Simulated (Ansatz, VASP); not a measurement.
Given: the input of a run of VASP 6.6.1 on Ti3Al.

Contents of INCAR:

```
ALGO = Normal ; EDIFF = 1E-6
ENCUT = 500 ; GGA = PE
GGA_COMPAT = F ; ISIF = 2
ISMEAR = -1 ; LASPH = T
LCHARG = F ; LREAL = F
LWAVE = F ; NBANDS = 28
NELM = 120 ; PREC = Accurate
SIGMA = 0.05
```

File KPOINTS:

```
k-points
0
Gamma
  7 7 7
```

The input POSCAR:

```
Ti3Al
1.0
    0.0000000000      3.2531841469      3.2531841469
    3.2531841469      0.0000000000      3.2531841469
    3.2531841469      3.2531841469      0.0000000000
Ti Al
3 1
Direct
    0.0000000000      0.0000000000      0.0000000000
    0.2500000000      0.2500000000      0.2500000000
    0.7500000000      0.7500000000      0.7500000000
    0.5000000000      0.5000000000      0.5000000000
```

Potentials or basis: VASP PAW PBE potentials, release 64 (Ti_sv, Al).

Run with:

```sh
$ cat potpaw_PBE.64/Ti_sv/POTCAR potpaw_PBE.64/Al/POTCAR > POTCAR
$ mpirun -np 1 vasp_std > vasp.out
```

**Question.** Translate it to Ansatz 0.2.0. Potentials there: Ansatz PAW.

**Answer.** As run (the cutoff follows the program's own potentials):

input.yaml

```yaml
crystal:
  lattice:
    - [0.0, 3.2531841469, 3.2531841469]
    - [3.2531841469, 0.0, 3.2531841469]
    - [3.2531841469, 3.2531841469, 0.0]
  atoms:
    - { symbol: Ti, position: [0.0, 0.0, 0.0] }
    - { symbol: Ti, position: [0.25, 0.25, 0.25] }
    - { symbol: Ti, position: [0.75, 0.75, 0.75] }
    - { symbol: Al, position: [0.5, 0.5, 0.5] }
hamiltonian:
  xc: pbe
  pseudopotentials: { kind: paw }
kpoints:
  mp_grid: { grid: [7, 7, 7] }
scf:
  occupations: { method: fermi_dirac, width: 0.05 }
output:
  forces: true
  stress: true
  eigenvalues: true
```

Potentials or basis: Ansatz PAW.

Run with:

```bash
$ ansatz run input.yaml --threads 2 --pin off --max-ram 5120MiB --backend cpu --events-out ev --progress --plain --runs-dir out
```

Both were run:

|  | VASP | Ansatz | Ansatz less VASP |
| --- | --- | --- | --- |
| gap on the k mesh at the Fermi level (eV) | none | none | - |
| pressure (GPa) | -3.2 | -3.1 | +0.16 |

A gap of «none» marks a metal or a gap that the smearing closes. The functional is the same, so the differences come from potentials, cutoffs and numerics.
